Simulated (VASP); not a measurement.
Set up this calculation in VASP 6.6.1, as the native input.

```
Task                   : single point
Functional             : r2SCAN
Potentials or basis    : VASP PAW PBE potentials, release 64 (Cu, Pt)
Cutoff                 : 520 eV
k mesh                 : 3 × 3 × 2, shifted
Occupations            : gaussian, width 0.1 eV
Spin                   : no spin polarisation
Dipole correction      : no
Further INCAR settings : LREAL = Auto; ALGO = Normal; EDIFF = 1e-06; NBANDS = 96; ISYM = 0
```

The system is Cu5Pt11.

```xyz
16
Lattice="2.7201 -4.7141 0.0010 2.7207 4.7145 -0.0027 -0.0027 -0.0033 8.9142" Properties=species:S:1:pos:R:3 pbc="T T T"
Cu    2.7258   -3.1497    5.6650
Cu    2.7270   -1.5922    7.7697
Cu    1.3533    0.7879    7.7690
Cu    4.1004    0.7878    7.7690
Cu    2.7286    3.1393    7.7873
Pt    1.3727   -0.7849    0.9735
Pt    1.3609   -0.7948    5.7011
Pt    2.7306   -3.1436    0.9781
Pt    2.7314    1.5691    0.9713
Pt    2.7267    1.5712    5.7012
Pt    4.0900   -0.7853    0.9730
Pt    4.0909   -0.7949    5.7028
Pt    2.7269   -1.5712    3.3753
Pt    1.3674    0.7849    3.3739
Pt    4.0862    0.7841    3.3737
Pt    2.7274    3.1426    3.3580
```

One way to write it, as run:

POSCAR

```
Cu5Pt11
1.0
    2.7200885819     -4.7141218179      0.0009565421
    2.7207495402      4.7145034223     -0.0026584089
   -0.0027229869     -0.0033393487      8.9142242575
Cu Pt
5 11
Direct
    0.8351928212      0.1674849295      0.6354591237
    0.6702522196      0.3330817040      0.8716304631
    0.1652962264      0.3330182239      0.8716084840
    0.6702358544      0.8378950168      0.8717055848
    0.1686551947      0.8351374958      0.8738074460
    0.3355786614      0.1691404649      0.1092211178
    0.3345348694      0.1663741631      0.6395668360
    0.8353601932      0.1685817590      0.1096786730
    0.3356247471      0.6684936310      0.1091279756
    0.3346017267      0.6682949752      0.6397217284
    0.8350750221      0.6685138848      0.1092608314
    0.8363252216      0.6681135791      0.6398499120
    0.6679254131      0.3348659299      0.3786716656
    0.1681287194      0.3348716202      0.3785632049
    0.6679420835      0.8344683493      0.3786348334
    0.1680089705      0.8348371315      0.3769303912
```

INCAR.step1

```
PREC = Accurate ; ENCUT = 520
ISMEAR = 0 ; SIGMA = 0.1
LREAL = Auto ; LASPH = True
NELM = 80 ; NBANDS = 96
ISYM = 0 ; GGA = PE
ALGO = Normal ; EDIFF = 1E-4
LWAVE = True ; LCHARG = False
```

INCAR.step2

```
PREC = Accurate ; ENCUT = 520
EDIFF = 1E-6 ; ISMEAR = 0
SIGMA = 0.1 ; LREAL = Auto
LASPH = True ; NELM = 80
ALGO = Normal ; ISIF = 2
LWAVE = False ; LCHARG = True
METAGGA = R2SCAN ; LMIXTAU = True
LELF = True ; LVHAR = True
NBANDS = 96 ; ISYM = 0
ISTART = 1
```

KPOINTS

```
Automatic mesh
0
Gamma
  3 3 2
  0 0 0.5
```

Potentials or basis: VASP PAW PBE potentials, release 64 (Cu, Pt).

The run is started by

```bash
$ cat potpaw_PBE.64/Cu/POTCAR potpaw_PBE.64/Pt/POTCAR > POTCAR
$ cp INCAR.step1 INCAR
$ mpirun -np 1 vasp_std > vasp.out
$ cp INCAR.step2 INCAR
$ mpirun -np 1 vasp_std > vasp.out
```

Results of the run:

```json
{"Pressure": "0.7 GPa", "Largest force": "0.025 eV/Å", "Band gap on the k mesh": "zero (an odd number of electrons rules out a gap without spin polarisation)"}
```

Caveat: the k points lie up to 0.44 Å⁻¹ apart, too coarse for converged energies and pressures of a metal; the PAW data sets were made with another functional, which shifts forces and pressure a little; spin-orbit coupling is left out, which moves the levels of the heavy elements.

It took 13 min on 1 thread of Intel(R) Xeon(R) 6975P-C (Granite Rapids) (shared host), peak memory 0.41 GiB.
